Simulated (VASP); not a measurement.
# MgBe4Cu (F-43m) in VASP: single point with LDA

Aim: the single point of MgBe4Cu with LDA.

Program: VASP 6.6.1. These are calculated values, not measurements. Logs are shortened: lines on timing, memory, paths and dates and some standing lists are left out, and cuts for length are marked.

**1. The cell of the first run**

Symmetry: F-43m, No. 216, cubic system. Conventional cell: a = 6.247 Å, b = 6.247 Å, c = 6.247 Å, α = 90.00°, β = 90.00°, γ = 90.00°. Mg (site symmetry -43m) has 12 Be at 2.59 Å and 4 Cu at 2.71 Å within 3.4 Å. Within 2.9 Å of Be (site symmetry 3m) lie 6 Be at 2.18 to 2.23 Å and 3 Cu at 2.59 Å and 3 Mg at 2.59 Å. Within 3.4 Å of Cu (site symmetry -43m) lie 12 Be at 2.59 Å and 4 Mg at 2.71 Å.

**2. Single point, LDA**

The input, INCAR:

```
PREC = Accurate
ENCUT = 520
EDIFF = 1E-6
ISMEAR = -1
SIGMA = 0.05
LREAL = False
LASPH = True
NELM = 100
ALGO = Normal
ISIF = 2
LWAVE = False
LCHARG = True
LELF = True
LVHAR = True
NBANDS = 20
```

The input, KPOINTS:

```
regular mesh
0
Gamma
  7 7 7
```

The input, POSCAR:

```
MgBe4Cu
1.0
    0.0000000000      3.1237420000      3.1237420000
    3.1237420000      0.0000000000      3.1237420000
    3.1237420000      3.1237420000      0.0000000000
Mg Be Cu
1 4 1
Direct
    0.0000000000      0.0000000000      0.0000000000
    0.3764480000      0.3764480000      0.3764480000
    0.8706560000      0.3764480000      0.3764480000
    0.3764480000      0.3764480000      0.8706560000
    0.3764480000      0.8706560000      0.3764480000
    0.7500000000      0.7500000000      0.7500000000
```

Potentials or basis: VASP PAW LDA potentials, release 64 (Mg, Be, Cu).

Started as:

```console
$ cat potpaw_LDA.64/Mg/POTCAR potpaw_LDA.64/Be/POTCAR potpaw_LDA.64/Cu/POTCAR > POTCAR
$ mpirun -np 1 vasp_std > vasp.out
```

OUTCAR:

```text
PREC = Accurate
   ENCUT = 520
   EDIFF = 1E-6
   ISMEAR = -1
   LREAL = False
   LASPH = True
   NELM = 100
   ISIF = 2

 ion  position               nearest neighbor table
   1  0.000  0.000  0.000-   3 2.59   5 2.59   3 2.59   4 2.59   4 2.59   5 2.59   2 2.59   2 2.59
                             2 2.59   3 2.59   4 2.59   5 2.59   6 2.71   6 2.71   6 2.71   6 2.71
   2  0.376  0.376  0.376-   3 2.18   4 2.18   5 2.18   4 2.23   5 2.23   3 2.23   6 2.59   6 2.59
                             6 2.59   1 2.59   1 2.59   1 2.59
   3  0.871  0.376  0.376-   2 2.18   4 2.18   5 2.18   2 2.23   4 2.23   5 2.23   6 2.59   6 2.59
                             6 2.59   1 2.59   1 2.59   1 2.59
   4  0.376  0.376  0.871-   2 2.18   3 2.18   5 2.18   2 2.23   5 2.23   3 2.23   6 2.59   6 2.59
                             6 2.59   1 2.59   1 2.59   1 2.59
   5  0.376  0.871  0.376-   2 2.18   3 2.18   4 2.18   4 2.23   2 2.23   3 2.23   6 2.59   6 2.59
                             6 2.59   1 2.59   1 2.59   1 2.59
   6  0.750  0.750  0.750-   3 2.59   4 2.59   5 2.59   2 2.59   2 2.59   2 2.59   5 2.59   3 2.59
                             5 2.59   4 2.59   4 2.59   3 2.59   1 2.71   1 2.71   1 2.71   1 2.71

  LATTYP: Found a face centered cubic cell.
 ALAT       =     6.2474840000

  Lattice vectors:

 A1 = (   0.0000000000,   3.1237420000,   3.1237420000)
 A2 = (   3.1237420000,   0.0000000000,   3.1237420000)
 A3 = (   3.1237420000,   3.1237420000,   0.0000000000)

Analysis of symmetry for initial positions (statically):
=====================================================================
 Subroutine PRICEL returns:
 Original cell was already a primitive cell.

 Routine SETGRP: Setting up the symmetry group for a
 face centered cubic supercell.

 Subroutine GETGRP returns: Found 24 space group operations
 (whereof 24 operations were pure point group operations)
 out of a pool of 48 trial point group operations.

The static configuration has the point symmetry T_d .

Analysis of symmetry for dynamics (positions and initial velocities):
=====================================================================
 Subroutine PRICEL returns:
 Original cell was already a primitive cell.

 Routine SETGRP: Setting up the symmetry group for a
 face centered cubic supercell.

 Subroutine GETGRP returns: Found 24 space group operations
 (whereof 24 operations were pure point group operations)
 out of a pool of 48 trial point group operations.

The dynamic configuration has the point symmetry T_d .

 Subroutine INISYM returns: Found 24 space group operations
 (whereof 24 operations are pure point group operations),
 and found     1 'primitive' translations

----------------------------------------------------------------------------------------

                                     Primitive cell

  volume of cell :      60.9615

  direct lattice vectors                    reciprocal lattice vectors
     0.000000000  3.123742000  3.123742000    -0.160064436  0.160064436  0.160064436
     3.123742000  0.000000000  3.123742000     0.160064436 -0.160064436  0.160064436
     3.123742000  3.123742000  0.000000000     0.160064436  0.160064436 -0.160064436

  length of vectors
     4.417638302  4.417638302  4.417638302     0.277239735  0.277239735  0.277239735

  position of ions in fractional coordinates (direct lattice)
     0.000000000  0.000000000  0.000000000
     0.376448000  0.376448000  0.376448000
     0.870656000  0.376448000  0.376448000
     0.376448000  0.376448000  0.870656000
     0.376448000  0.870656000  0.376448000
     0.750000000  0.750000000  0.750000000

  ion indices of the primitive-cell ions
   primitive index   ion index
                 1           1
                 2           2
                 3           3
                 4           4
                 5           5
                 6           6

----------------------------------------------------------------------------------------

 KPOINTS: regular mesh

Automatic generation of k-mesh.
 Grid dimensions read from file:
 generate k-points for:    7    7    7

 Generating k-lattice:

  Cartesian coordinates                     Fractional coordinates (reciprocal lattice)
    -0.022866348  0.022866348  0.022866348     0.142857143  0.000000000  0.000000000
     0.022866348 -0.022866348  0.022866348     0.000000000  0.142857143  0.000000000
     0.022866348  0.022866348 -0.022866348     0.000000000  0.000000000  0.142857143

  Length of vectors
     0.039605676  0.039605676  0.039605676

  Shift w.r.t. Gamma in fractional coordinates (k-lattice)
     0.000000000  0.000000000  0.000000000

 Subroutine IBZKPT returns following result:
 ===========================================

 Found     20 irreducible k-points:

 Following reciprocal coordinates:
            Coordinates               Weight
  0.000000  0.000000  0.000000      1.000000
  0.142857  0.000000  0.000000      8.000000
  0.285714  0.000000  0.000000      8.000000
  0.428571  0.000000  0.000000      8.000000
  0.142857  0.142857  0.000000      6.000000
  0.285714  0.142857  0.000000     24.000000
[... 12 lines left out ...]
 -0.428571  0.428571  0.142857     24.000000
 -0.285714  0.428571  0.142857     24.000000
   k-points           NKPTS =     20   k-points in BZ     NKDIM =     20   number of bands    NBANDS=     20
   number of dos      NEDOS =    301   number of ions     NIONS =      6
   total plane-waves  NPLWV =  46656
   dimension x,y,z NGX =    36 NGY =   36 NGZ =   36
   dimension x,y,z NGXF=    72 NGYF=   72 NGZF=   72
   ions per type =               1   4   1
   NGX,Y,Z   is equivalent  to a cutoff of  13.55, 13.55, 13.55 a.u.
   NGXF,Y,Z  is equivalent  to a cutoff of  27.10, 27.10, 27.10 a.u.
 SYSTEM =  unknown system
   PREC   = accura    normal or accurate (medium, high low for compatibility)
   ISTART =      0    job   : 0-new  1-cont  2-samecut
   ICHARG =      2    charge: 1-file 2-atom 10-const
   ISPIN  =      1    spin polarized calculation?
   LNONCOLLINEAR =      F non collinear calculations
   LSORBIT =      F    spin-orbit coupling
   LASPH  =      T    aspherical Exc in radial PAW
   ENCUT  =  520.0 eV  38.22 Ry    6.18 a.u.   8.21  8.21  8.21*2*pi/ulx,y,z
   NELM   =    100;   NELMIN=  2; NELMDL= -5     # of ELM steps
   EDIFF  = 0.1E-05   stopping-criterion for ELM
   LREAL  =      F    real-space projection
   EDIFFG = 0.1E-04   stopping-criterion for IOM
   NSW    =      0    number of steps for IOM
   IBRION =     -1    ionic relax: 0-MD 1-quasi-New 2-CG
   NFREE  =      0    steps in history (QN), initial steepest desc. (CG)
   ISIF   =      2    stress and relaxation
   ISYM   =      2    0-nonsym 1-usesym 2-fastsym
   POTIM  = 0.5000    time-step for ionic-motion
   TEBEG  =    0.0;   TEEND  =   0.0 temperature during run
   PSTRESS=    0.0 pullay stress
   NELECT =      21.0000    total number of electrons
   NUPDOWN=      -1.0000    fix difference up-down
   EMIN   =  10.00;   EMAX   =-10.00  energy-range for DOS
   EFERMI =   0.00;   METHOD = LEGACY
   ISMEAR =    -1;   SIGMA  =   0.05  broadening in eV -4-tet -1-fermi 0-gaus
   EFERMI_NEDOS =   21; number of points for ismear=-14 and -15
   IALGO  =     38    algorithm
   IMIX   =      4    mixing-type and parameters
     AMIX     =   0.40;   BMIX     =  1.00
     AMIX_MAG =   1.60;   BMIX_MAG =  1.00
  volume/ion in A,a.u.               =      10.16        68.56
  Fermi-wavevector in a.u.,A,eV,Ry     =   1.147615  2.168677 17.919139  1.317020
  Thomas-Fermi vector in A             =   2.284294
   LORBIT       =      0    0 simple, 1 ext, 2 COOP (PROOUT), +10 PAW based schemes
   GGA     = CA    functional components
   LHFCALC =     F    Hartree Fock is set to
   AEXX    =    0.0000 exact exchange contribution
   IVDW    =     0    specifies the selected vdW correction
   LEPSILON=     F    determine dielectric tensor
   LRPA    =     F    only Hartree local field effects (RPA)
 non-spin polarized calculation
  energy-cutoff  :      520.00
  volume of cell :       60.96
 maximum number of plane-waves:      1652
 NGX is ok and might be reduce to    36
   NGX = 17   NGY = 17   NGZ = 17

 number of electron      20.9999988 magnetization

 Free energy of the ion-electron system (eV)
  ---------------------------------------------------
  ext. energy  EPLUGINS =         0.00000000
  ---------------------------------------------------
  free energy    TOTEN  =       -23.50105555 eV

  energy without entropy =      -23.47800685  energy(sigma->0) =      -23.48953120

 E-fermi :   6.1399     XC(G=0): -10.8623

 val. band max:        6.0925417865   @ k =  -0.2857   0.4286   0.1429
 cond. band min:       6.1407605612   @ k =  -0.2857   0.1429   0.0000
 fundamental gap:      0.0482187747
 Fermi energy:         6.1399492066

 k-point     1 :       0.0000    0.0000    0.0000
  band No.  band energies     occupation
      1      -3.9912      2.00000
      2       1.6567      2.00000
      3       1.6567      2.00000
      4       1.6567      2.00000
      5       1.8806      2.00000
      6       1.8806      2.00000
[... 12 lines left out ...]
     19      11.4064      0.00000
     20      14.2804      0.00000

 k-point     2 :       0.1429    0.0000    0.0000
  band No.  band energies     occupation
      1      -3.7923      2.00000
      2       1.4074      2.00000
      3       1.6808      2.00000
      4       1.6808      2.00000
      5       1.8871      2.00000
      6       1.8871      2.00000
[... 12 lines left out ...]
     19      12.3066      0.00000
     20      15.3675      0.00000
[... 373 lines left out ...]
      3       0.5917      2.00000
      4       0.8862      2.00000
      5       2.0429      2.00000
      6       2.0877      2.00000
[... 12 lines left out ...]
     19      14.8446      0.00000
     20      16.4626      0.00000

 k-point    20 :      -0.2857    0.4286    0.1429
  band No.  band energies     occupation
      1      -0.8063      2.00000
      2      -0.4486      2.00000
      3      -0.1193      2.00000
      4       0.9522      2.00000
      5       1.9942      2.00000
      6       2.1309      2.00000
[... 12 lines left out ...]
     19      15.6157      0.00000
     20      16.5404      0.00000

------------------------ aborting loop because EDIFF is reached ----------------------------------------

  FORCE on cell =-STRESS in cart. coord.  units (eV):
  Direction    XX          YY          ZZ          XY          YZ          ZX
  --------------------------------------------------------------------------------------
  -------------------------------------------------------------------------------------
  Total       -2.2566358     -2.2566358     -2.2566358      0.0000000      0.0000000      0.0000000
  in kB      -59.3084516    -59.3084516    -59.3084516      0.0000000      0.0000000      0.0000000
  external PRESSURE =     -59.3084516 kB  Pullay stress =       0.0000000 kB

 VOLUME and BASIS-vectors are now :
 -----------------------------------------------------------------------------
  energy-cutoff  :      520.00
  volume of cell :       60.96
      direct lattice vectors                 reciprocal lattice vectors
     0.000000000  3.123742000  3.123742000    -0.160064436  0.160064436  0.160064436
     3.123742000  0.000000000  3.123742000     0.160064436 -0.160064436  0.160064436
     3.123742000  3.123742000  0.000000000     0.160064436  0.160064436 -0.160064436

 POSITION                                       TOTAL-FORCE (eV/Angst)
 -----------------------------------------------------------------------------------
      0.00000      0.00000      0.00000         0.000000      0.000000      0.000000
      2.35185      2.35185      2.35185        -0.004990     -0.004990     -0.004990
      2.35185      3.89563      3.89563        -0.004990      0.004990      0.004990
      3.89563      3.89563      2.35185         0.004990      0.004990     -0.004990
      3.89563      2.35185      3.89563         0.004990     -0.004990      0.004990
      4.68561      4.68561      4.68561         0.000000      0.000000      0.000000
 -----------------------------------------------------------------------------------
    total drift:                                0.000000      0.000000      0.000001

  FREE ENERGIE OF THE ION-ELECTRON SYSTEM (eV)
  ---------------------------------------------------
  free  energy   TOTEN  =       -23.5010555479 eV

  energy  without entropy=      -23.4780068488  energy(sigma->0) =      -23.48953120
```

Run time: 17 s. Hardware: 1 thread of Intel Xeon Platinum 8559C (Emerald Rapids), shared host; peak memory 0.18 GiB.

What came out:

| Quantity | Value |
| --- | --- |
| Free energy | -23.5011 eV |
| Pressure | -5.9 GPa |
| Largest force | 0.009 eV/Å |

Forces on the atoms (eV/Å):
```
Mg   0.000  0.000  0.000
Be  -0.005 -0.005 -0.005
Be  -0.005  0.005  0.005
Be   0.005  0.005 -0.005
Be   0.005 -0.005  0.005
Cu   0.000  0.000  0.000
```

Levels at points of the mesh, in eV from the Fermi level:
| k point | band 8 | band 9 | band 10 | band 11 | band 12 | band 13 |
| --- | --- | --- | --- | --- | --- | --- |
| (0.00, 0.00, 0.00) | -1.46 | -1.46 | -1.46 | 2.03 | 2.03 | 2.08 |
